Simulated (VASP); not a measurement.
# In2O (Fd-3m) in VASP: further runs, part 2 of 2

VASP 6.6.1.

### 4 Relaxation of cell and atoms, PBE

Input file INCAR:

```
SYSTEM = In2O
PREC = Accurate
ENCUT = 600
EDIFF = 1E-7
ISMEAR = 0
SIGMA = 0.1
LREAL = .False.
LASPH = .True.
NELM = 120
ALGO = Normal
ISIF = 3
LWAVE = .False.
LCHARG = .False.
GGA = PE
IBRION = 2
NSW = 90
EDIFFG = -0.04
GGA_COMPAT = .False.
NELMIN = 4
```

Input file KPOINTS:

```
regular mesh
0
Gamma
  4 4 4
  0 0 0
```

Input file POSCAR:

```
In2O
1.0
    0.0000000000      3.9383418100      3.9383418100
    3.9383418100      0.0000000000      3.9383418100
    3.9383418100      3.9383418100      0.0000000000
In O
4 2
Direct
    0.6250000000      0.6250000000      0.6250000000
    0.1250000000      0.6250000000      0.6250000000
    0.6250000000      0.6250000000      0.1250000000
    0.6250000000      0.1250000000      0.6250000000
    0.0000000000      0.0000000000      0.0000000000
    0.2500000000      0.2500000000      0.2500000000
```

Potentials or basis: VASP PAW PBE potentials, release 64 (In_d, O).

Run with:

```
cat potpaw_PBE.64/In_d/POTCAR potpaw_PBE.64/O/POTCAR > POTCAR
mpirun -np 1 vasp_std > vasp.out
```

OUTCAR:

```text
SYSTEM = In2O
   PREC = Accurate
   ENCUT = 600
   EDIFF = 1E-7
   ISMEAR = 0
   LREAL = .False.
   LASPH = .True.
   NELM = 120
   ISIF = 3
   GGA = PE
   IBRION = 2
   NSW = 90
   EDIFFG = -0.04
   NELMIN = 4

 ion  position               nearest neighbor table
   1  0.625  0.625  0.625-   2 2.78   3 2.78   4 2.78   3 2.78   4 2.78   2 2.78
   2  0.125  0.625  0.625-   1 2.78   3 2.78   4 2.78   1 2.78   3 2.78   4 2.78
   3  0.625  0.625  0.125-   1 2.78   1 2.78   2 2.78   4 2.78   4 2.78   2 2.78
   4  0.625  0.125  0.625-   1 2.78   3 2.78   1 2.78   2 2.78   3 2.78   2 2.78
   5  0.000  0.000  0.000-
   6  0.250  0.250  0.250-

  LATTYP: Found a face centered cubic cell.
 ALAT       =     7.8766836200

  Lattice vectors:

 A1 = (   0.0000000000,   3.9383418100,   3.9383418100)
 A2 = (   3.9383418100,   0.0000000000,   3.9383418100)
 A3 = (   3.9383418100,   3.9383418100,   0.0000000000)

Analysis of symmetry for initial positions (statically):
=====================================================================
 Subroutine PRICEL returns:
 Original cell was already a primitive cell.

 Routine SETGRP: Setting up the symmetry group for a
 face centered cubic supercell.

 Subroutine GETGRP returns: Found 48 space group operations
 (whereof 24 operations were pure point group operations)
 out of a pool of 48 trial point group operations.

The static configuration has the point symmetry T_d .
 The point group associated with its full space group is O_h .

Analysis of symmetry for dynamics (positions and initial velocities):
=====================================================================
 Subroutine PRICEL returns:
 Original cell was already a primitive cell.

 Routine SETGRP: Setting up the symmetry group for a
 face centered cubic supercell.

 Subroutine GETGRP returns: Found 48 space group operations
 (whereof 24 operations were pure point group operations)
 out of a pool of 48 trial point group operations.

The dynamic configuration has the point symmetry T_d .
 The point group associated with its full space group is O_h .

 Subroutine INISYM returns: Found 48 space group operations
 (whereof 24 operations are pure point group operations),
 and found     1 'primitive' translations

----------------------------------------------------------------------------------------

                                     Primitive cell

  volume of cell :     122.1716

  direct lattice vectors                    reciprocal lattice vectors
     0.000000000  3.938341810  3.938341810    -0.126956984  0.126956984  0.126956984
     3.938341810  0.000000000  3.938341810     0.126956984 -0.126956984  0.126956984
     3.938341810  3.938341810  0.000000000     0.126956984  0.126956984 -0.126956984

  length of vectors
     5.569656401  5.569656401  5.569656401     0.219895947  0.219895947  0.219895947

  position of ions in fractional coordinates (direct lattice)
     0.625000000  0.625000000  0.625000000
     0.125000000  0.625000000  0.625000000
     0.625000000  0.625000000  0.125000000
     0.625000000  0.125000000  0.625000000
     0.000000000  0.000000000  0.000000000
     0.250000000  0.250000000  0.250000000

  ion indices of the primitive-cell ions
   primitive index   ion index
                 1           1
                 2           2
                 3           3
                 4           4
                 5           5
                 6           6

----------------------------------------------------------------------------------------

 KPOINTS: regular mesh

Automatic generation of k-mesh.
 Grid dimensions read from file:
 generate k-points for:    4    4    4

 Generating k-lattice:

  Cartesian coordinates                     Fractional coordinates (reciprocal lattice)
    -0.031739246  0.031739246  0.031739246     0.250000000  0.000000000  0.000000000
     0.031739246 -0.031739246  0.031739246     0.000000000  0.250000000  0.000000000
     0.031739246  0.031739246 -0.031739246     0.000000000  0.000000000  0.250000000

  Length of vectors
     0.054973987  0.054973987  0.054973987

  Shift w.r.t. Gamma in fractional coordinates (k-lattice)
     0.000000000  0.000000000  0.000000000

 Subroutine IBZKPT returns following result:
 ===========================================

 Found      8 irreducible k-points:

 Following reciprocal coordinates:
            Coordinates               Weight
  0.000000  0.000000  0.000000      1.000000
  0.250000  0.000000  0.000000      8.000000
  0.500000  0.000000  0.000000      4.000000
  0.250000  0.250000  0.000000      6.000000
  0.500000  0.250000  0.000000     24.000000
 -0.250000  0.250000  0.000000     12.000000
  0.500000  0.500000  0.000000      3.000000
 -0.250000  0.500000  0.250000      6.000000
   k-points           NKPTS =      8   k-points in BZ     NKDIM =      8   number of bands    NBANDS=     38
   number of dos      NEDOS =    301   number of ions     NIONS =      6
   total plane-waves  NPLWV = 110592
   dimension x,y,z NGX =    48 NGY =   48 NGZ =   48
   dimension x,y,z NGXF=    96 NGYF=   96 NGZF=   96
   ions per type =               4   2
   NGX,Y,Z   is equivalent  to a cutoff of  14.33, 14.33, 14.33 a.u.
   NGXF,Y,Z  is equivalent  to a cutoff of  28.65, 28.65, 28.65 a.u.
 SYSTEM =  In2O
   PREC   = accura    normal or accurate (medium, high low for compatibility)
   ISTART =      0    job   : 0-new  1-cont  2-samecut
   ICHARG =      2    charge: 1-file 2-atom 10-const
   ISPIN  =      1    spin polarized calculation?
   LNONCOLLINEAR =      F non collinear calculations
   LSORBIT =      F    spin-orbit coupling
   LASPH  =      T    aspherical Exc in radial PAW
   ENCUT  =  600.0 eV  44.10 Ry    6.64 a.u.  11.12 11.12 11.12*2*pi/ulx,y,z
   NELM   =    120;   NELMIN=  4; NELMDL= -5     # of ELM steps
   EDIFF  = 0.1E-06   stopping-criterion for ELM
   LREAL  =      F    real-space projection
   EDIFFG = -.4E-01   stopping-criterion for IOM
   NSW    =     90    number of steps for IOM
   IBRION =      2    ionic relax: 0-MD 1-quasi-New 2-CG
   NFREE  =      1    steps in history (QN), initial steepest desc. (CG)
   ISIF   =      3    stress and relaxation
   ISYM   =      2    0-nonsym 1-usesym 2-fastsym
   POTIM  = 0.5000    time-step for ionic-motion
   TEBEG  =    0.0;   TEEND  =   0.0 temperature during run
   PSTRESS=    0.0 pullay stress
   NELECT =      64.0000    total number of electrons
   NUPDOWN=      -1.0000    fix difference up-down
   EMIN   =  10.00;   EMAX   =-10.00  energy-range for DOS
   EFERMI =   0.00;   METHOD = LEGACY
   ISMEAR =     0;   SIGMA  =   0.10  broadening in eV -4-tet -1-fermi 0-gaus
   EFERMI_NEDOS =   21; number of points for ismear=-14 and -15
   IALGO  =     38    algorithm
   IMIX   =      4    mixing-type and parameters
     AMIX     =   0.40;   BMIX     =  1.00
     AMIX_MAG =   1.60;   BMIX_MAG =  1.00
  volume/ion in A,a.u.               =      20.36       137.41
  Fermi-wavevector in a.u.,A,eV,Ry     =   1.319709  2.493888 23.696330  1.741631
  Thomas-Fermi vector in A             =   2.449587
   LORBIT       =      0    0 simple, 1 ext, 2 COOP (PROOUT), +10 PAW based schemes
   GGA     = PE    functional components
   LHFCALC =     F    Hartree Fock is set to
   AEXX    =    0.0000 exact exchange contribution
   IVDW    =     0    specifies the selected vdW correction
   LEPSILON=     F    determine dielectric tensor
   LRPA    =     F    only Hartree local field effects (RPA)
 conjugate gradient relaxation of ions
 non-spin polarized calculation
 Gauss-broadening in eV      SIGMA  =   0.10
  energy-cutoff  :      600.00
  volume of cell :      122.17
 maximum number of plane-waves:      4128
 NGX is ok and might be reduce to    48
   NGX = 23   NGY = 23   NGZ = 23

--------------------------------------- Ionic step        1  -------------------------------------------

 number of electron      63.9999997 magnetization

 Free energy of the ion-electron system (eV)
  ---------------------------------------------------
  ext. energy  EPLUGINS =         0.00000000
  ---------------------------------------------------
  free energy    TOTEN  =       -16.05088586 eV

  energy without entropy =      -16.02568828  energy(sigma->0) =      -16.03828707

 E-fermi :   5.7044     XC(G=0): -10.1770

 val. band max:        5.6930134370   @ k =   0.5000   0.5000   0.0000
 cond. band min:       5.7571591972   @ k =   0.2500   0.2500   0.0000
 fundamental gap:      0.0641457602
 Fermi energy:         5.7043754658

 k-point     1 :       0.0000    0.0000    0.0000
  band No.  band energies     occupation
      1     -10.3635      2.00000
      2      -9.8038      2.00000
      3      -9.8038      2.00000
      4      -9.8038      2.00000
      5      -9.7833      2.00000
      6      -9.6853      2.00000
[... 394 lines left out ...]
  energy  without entropy=      -16.4586829888  energy(sigma->0) =      -16.47234505

--------------------------------------- Ionic step        3  -------------------------------------------

 number of electron      63.9999990 magnetization

 Free energy of the ion-electron system (eV)
  ---------------------------------------------------
  ext. energy  EPLUGINS =         0.00000000
  ---------------------------------------------------
  free energy    TOTEN  =       -16.48717030 eV

  energy without entropy =      -16.45905331  energy(sigma->0) =      -16.47311181

 E-fermi :   4.0518     XC(G=0):  -9.4368

 val. band max:        4.0169231993   @ k =   0.5000   0.5000   0.0000
 cond. band min:       4.1795740684   @ k =   0.2500   0.0000   0.0000
 fundamental gap:      0.1626508691
 Fermi energy:         4.0517893176

 k-point     1 :       0.0000    0.0000    0.0000
  band No.  band energies     occupation
      1     -11.2839      2.00000
      2     -11.0246      2.00000
      3     -10.9197      2.00000
      4     -10.9197      2.00000
      5     -10.9197      2.00000
      6     -10.8576      2.00000
[... 350 lines left out ...]
  FREE ENERGIE OF THE ION-ELECTRON SYSTEM (eV)
  ---------------------------------------------------
  free  energy   TOTEN  =       -16.4871703003 eV

  energy  without entropy=      -16.4590533112  energy(sigma->0) =      -16.47311181

 reached required accuracy - stopping structural energy minimisation
```

It took 2.8 min on 1 thread of Intel Xeon Platinum 8488C (Sapphire Rapids), shared host; peak memory 0.35 GiB.

What came out:

```yaml
Free_energy: -16.4872 eV
Relaxed_volume: 23.75 Å³/atom
Relaxed_cell: a = 5.863 Å, b = 5.863 Å, c = 5.863 Å, α = 60.00°, β = 60.00°, γ = 60.00°
Space_group_after_relaxing_to_0.05_Å: Fd-3m (No. 227)
Energy_gained_by_relaxing: 72.7 meV/atom
Ionic_steps: 3
Pressure_after_relaxing: 0.0 GPa
Band_gap_on_the_k_mesh: zero (band 32 reaches 4.02 eV, above the bottom of band 33 at 3.46 eV)
```

Step by step:
| step | energy change (eV) | largest force (eV/Å) | pressure (GPa) | volume (Å³) |
| --- | --- | --- | --- | --- |
| 1 | 0.0000 | 0.0000 | 8.06 | 122.17 |
| 2 | -0.4351 | 0.0000 | 0.31 | 141.20 |
| 3 | -0.4363 | 0.0000 | -0.02 | 142.53 |

Final structure:
```yaml
crystal:
  lattice:
    - [0.00000, 4.14595, 4.14595]
    - [4.14595, 0.00000, 4.14595]
    - [4.14595, 4.14595, 0.00000]
  atoms:
    - { symbol: In, position: [0.62500, 0.62500, 0.62500] }
    - { symbol: In, position: [0.12500, 0.62500, 0.62500] }
    - { symbol: In, position: [0.62500, 0.62500, 0.12500] }
    - { symbol: In, position: [0.62500, 0.12500, 0.62500] }
    - { symbol: O, position: [0.00000, 0.00000, 0.00000] }
    - { symbol: O, position: [0.25000, 0.25000, 0.25000] }
```

Caveat: the volume moved by over 15 % at a fixed basis, so the end points are rough; spin-orbit coupling is left out, which moves the levels of the heavy elements.

### 5 Single point, PBE, collinear spin, ferromagnetic start

This run uses another cell than the first one, of 23.69 Å³/atom, 1.163 times its volume.

Input file INCAR:

```
SYSTEM = In2O
ALGO = Normal
EDIFF = 1E-6
ENCUT = 600
GGA = PE
GGA_COMPAT = .FALSE.
ISIF = 2
ISMEAR = 0
ISPIN = 2
LASPH = .TRUE.
LCHARG = .TRUE.
LELF = .TRUE.
LORBIT = 11
LREAL = .FALSE.
LVHAR = .TRUE.
LWAVE = .FALSE.
MAGMOM = 0 0 0 0 1 1
NBANDS = 45
NELM = 200
PREC = Accurate
SIGMA = 0.1
```

Input file KPOINTS:

```
k-points
0
G
  4 4 4
  0 0 0
```

Input file POSCAR:

```
In2O
1.0
    0.0000000000      4.1421348478      4.1421348478
    4.1421348478      0.0000000000      4.1421348478
    4.1421348478      4.1421348478      0.0000000000
In O
4 2
Direct
    0.1250000000      0.1250000000      0.1250000000
    0.6250000000      0.1250000000      0.1250000000
    0.1250000000      0.1250000000      0.6250000000
    0.1250000000      0.6250000000      0.1250000000
    0.5000000000      0.5000000000      0.5000000000
    0.7500000000      0.7500000000      0.7500000000
```

Run with:

```
cat potpaw_PBE.64/In_d/POTCAR potpaw_PBE.64/O/POTCAR > POTCAR
mpirun -np 1 vasp_std > vasp.out
```

Run time: 3.6 min. Hardware: 1 thread of Intel Xeon Platinum 8488C (Sapphire Rapids), shared host; peak memory 0.43 GiB.

The run converged. Its results:

```yaml
Free_energy: -16.4982 eV
Pressure: 0.1 GPa
Band_gap_on_the_k_mesh: zero (filled and empty bands overlap)
Net_moment: 0.00 μB per cell
Valence_electrons_inside_the_program's_atomic_spheres: In 11.36; O 4.69
```

Levels at points of the mesh, in eV from the Fermi level:
Spin up:
```
           k point  band 29  band 30  band 31  band 32  band 33  band 34  band 35  band 36
(0.00, 0.00, 0.00)    -1.46    -1.46    -0.59    -0.59    -0.59     1.22     1.22     1.22
(0.50, 0.00, 0.00)    -1.49    -0.43    -0.14    -0.14     0.13     1.61     1.61     4.46
(0.50, 0.50, 0.00)    -0.20    -0.20    -0.03    -0.03     0.47     0.47     4.13     4.13
```
Spin down:
```
           k point  band 28  band 29  band 30  band 31  band 32  band 33  band 34  band 35  band 36  band 37
(0.00, 0.00, 0.00)    -1.46    -1.46    -1.46    -0.59    -0.59    -0.59     1.22     1.22     1.22     1.77
(0.50, 0.00, 0.00)    -1.49    -1.49    -0.43    -0.14    -0.14     0.13     1.61     1.61     4.46     4.46
(0.50, 0.50, 0.00)    -0.90    -0.20    -0.20    -0.03    -0.03     0.47     0.47     4.13     4.13     4.48
```

Caveat: spin-orbit coupling is left out, which moves the levels of the heavy elements.

### 6 Summary

```csv
task,spin,cell,gap on the mesh (eV),pressure (GPa)
single point,off,"a = 5.570 Å, angles 60.0°, 6 atoms",none,8.1
single point,off,"a = 5.858 Å, angles 60.0°, 6 atoms",none,0.1
relaxation of cell and atoms,off,"relaxed from a = 5.570 Å, angles 60.0°, 6 atoms",none,0.0
single point,"collinear, ferromagnetic start","a = 5.858 Å, angles 60.0°, 6 atoms",none,0.1
```

Alike in all rows: level PBE; potentials or basis VASP PAW PBE potentials, release 64 (In_d, O); k mesh 4 × 4 × 4; cutoff (eV) 600; smearing gaussian 0.1 eV.

Caveats: spin-orbit coupling is left out, which moves the levels of the heavy elements; the volume moved by over 15 % at a fixed basis, so the end points are rough (some runs).

Total energies depend on the potentials used, so only differences within one code and one set of settings carry meaning.
